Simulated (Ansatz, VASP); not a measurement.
## Ir3Ru2 in VASP and in Ansatz

INCAR

```
SYSTEM = Ir3Ru2
PREC     = Accurate       ! precision mode
ENCUT    = 520            ! plane-wave cutoff, eV
EDIFF    = 1E-7           ! SCF threshold, eV
ISMEAR   = 0              ! smearing method
SIGMA    = 0.2            ! smearing width, eV
LREAL    = .FALSE.        ! projectors in reciprocal space
LASPH    = .TRUE.         ! aspherical terms in the spheres
NELM     = 60             ! most SCF steps
ALGO     = Fast           ! electronic algorithm
ISIF     = 2              ! what is computed and relaxed
LWAVE    = .FALSE.        ! write WAVECAR
LCHARG   = .FALSE.        ! write CHGCAR
GGA      = PE             ! functional
NBANDS   = 66             ! bands
```

Contents of KPOINTS:

```
regular mesh
0
G
  12 12 1
  0 0 0
```

The input POSCAR:

```
Ir3Ru2
1.0
    2.7398347568      0.0000000000      0.0000000000
   -1.3699173784      2.3727665016      0.0000000000
    0.0000000000      0.0000000000     21.8756197667
Ru Ir
4 6
Direct
    0.6666666667      0.3333333333      0.7986774537
    0.6666666667      0.3333333333      0.2013225463
    0.6666666667      0.3333333333      0.4002079435
    0.6666666667      0.3333333333      0.5997920565
    0.6666666667      0.3333333333      0.0000000000
    0.3333333333      0.6666666667      0.6991905017
    0.3333333333      0.6666666667      0.8971625444
    0.3333333333      0.6666666667      0.1028374556
    0.3333333333      0.6666666667      0.3008094983
    0.3333333333      0.6666666667      0.5000000000
```

Input for Ansatz:

```yaml
crystal:
  lattice:
    - [2.7398347568, 0.0, 0.0]
    - [-1.3699173784, 2.3727665016, 0.0]
    - [0.0, 0.0, 21.8756197667]
  atoms:
    - { symbol: Ru, position: [0.6666666667, 0.3333333333, 0.7986774537] }
    - { symbol: Ru, position: [0.6666666667, 0.3333333333, 0.2013225463] }
    - { symbol: Ru, position: [0.6666666667, 0.3333333333, 0.4002079435] }
    - { symbol: Ru, position: [0.6666666667, 0.3333333333, 0.5997920565] }
    - { symbol: Ir, position: [0.6666666667, 0.3333333333, 0.0] }
    - { symbol: Ir, position: [0.3333333333, 0.6666666667, 0.6991905017] }
    - { symbol: Ir, position: [0.3333333333, 0.6666666667, 0.8971625444] }
    - { symbol: Ir, position: [0.3333333333, 0.6666666667, 0.1028374556] }
    - { symbol: Ir, position: [0.3333333333, 0.6666666667, 0.3008094983] }
    - { symbol: Ir, position: [0.3333333333, 0.6666666667, 0.5] }
basis:
  ecutwfc: 420
kpoints:
  mp_grid: { grid: [12, 12, 1] }
hamiltonian:
  xc: pbe
scf:
  occupations: { method: gaussian, width: 0.2 }
  lower_state_search: "off"
output:
  forces: true
  stress: true
  eigenvalues: true
```

Alike in both runs: task single point; functional PBE; k mesh 12 × 12 × 1; occupations gaussian, width 0.2 eV; no spin polarisation.

```csv
,VASP,Ansatz
version,VASP 6.6.1,Ansatz 0.2.0
potentials or method,"VASP PAW PBE potentials, release 64 (Ru_pv, Ir), cutoff 520 eV","scalar-relativistic, plane waves, PAW"
valence electrons in the cell,110,166
```

VASP gave:

| Quantity | Value |
| --- | --- |
| gap on the k mesh at the Fermi level (eV) | none |
| pressure (GPa) | 0.5 |
| traceless stress, the component that is largest in VASP (GPa) | 0.25 |
| rms of the force components (eV/Å) | 0.014 |

Problem. Which values does Ansatz return?

Solution. gap on the k mesh at the Fermi level (eV): none; pressure (GPa): 0.3; traceless stress, the component that is largest in VASP (GPa): 0.22; rms of the force components (eV/Å): 0.009.

Atom by atom the forces differ by 0.005 eV/Å (rms over components). A gap of «none» marks a metal or a gap that the smearing closes. VASP's potentials hold 110 valence electrons a cell and Ansatz's 166, so a difference there can come from the potentials and not from the codes.

Neither program's run includes spin-orbit coupling.
